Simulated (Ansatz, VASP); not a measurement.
## BiTe in VASP and in Ansatz

```
Bi Te
1.0
     0.00000    3.15366    3.25119
     3.15366    0.00000    3.25119
     3.15366    3.15366    0.00000
Bi Te
1 1
Cartesian
  0.0000 0.0000 0.0000
  3.1537 3.1537 3.2512
```

Change from the starting cell: strain -0.030 along x and y, +0.000 along z, atoms carried along.

Alike in both runs: task single point; functional PBE; k mesh 16 × 16 × 16; occupations gaussian, width 0.15 eV; no spin polarisation.

|  | VASP | Ansatz |
| --- | --- | --- |
| version | VASP 6.6.1 | Ansatz 0.2.0 |
| potentials or method | VASP PAW PBE potentials, release 64 (Bi_d, Te), cutoff 520 eV | scalar-relativistic, plane waves, PAW |
| valence electrons in the cell | 21 | 31 |

```csv
,VASP,Ansatz,Ansatz less VASP
gap on the k mesh at the Fermi level (eV),none,none,-
pressure (GPa),3.4,3.4,+0.05
"traceless stress, the component that is largest in VASP (GPa)",-2.06,-2.06,-0.002
```

A gap of «none» marks a metal or a gap that the smearing closes. VASP's potentials hold 21 valence electrons a cell and Ansatz's 31, so a difference there can come from the potentials and not from the codes.

Spin-orbit coupling is off throughout.
